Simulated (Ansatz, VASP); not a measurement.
**One calculation of Ga2GeTeSe, two programs**

```
Ga Ge Te Se
1.0
     2.67854   -5.37818    0.00000
     2.67854    5.37818    0.00000
     0.00000    0.00000    5.57768
Ga Ge Te Se
2 1 1 1
Direct
  0.24749 0.75251 0.00000
  0.75251 0.24749 0.00000
  0.00000 0.00000 0.00000
  0.50000 0.50000 0.50000
  0.50000 0.50000 0.00000
```

Alike in both runs: functional PBE; k mesh 8 × 8 × 8; occupations gaussian, width 0.1 eV; no spin polarisation.

Ansatz relaxed the structure, and its values are those at the end. VASP's run is a single point on that final structure, the one shown.

```csv
,VASP,Ansatz
version,VASP 6.6.1,Ansatz 0.2.0
potentials or method,"VASP PAW PBE potentials, release 64 (Ga_d, Ge_d, Te, Se), cutoff 520 eV","scalar-relativistic, plane waves, PAW"
valence electrons in the cell,52,72
```

```csv
,VASP,Ansatz,Ansatz less VASP
gap on the k mesh at the Fermi level (eV),none,none,-
pressure (GPa),0.0,0.0,-0.03
```

A gap of «none» marks a metal or a gap that the smearing closes. With one functional, cell and mesh, what is left measures potentials, basis and numerics. VASP's potentials hold 52 valence electrons a cell and Ansatz's 72, so a difference there can come from the potentials and not from the codes.

Neither program's run includes spin-orbit coupling.
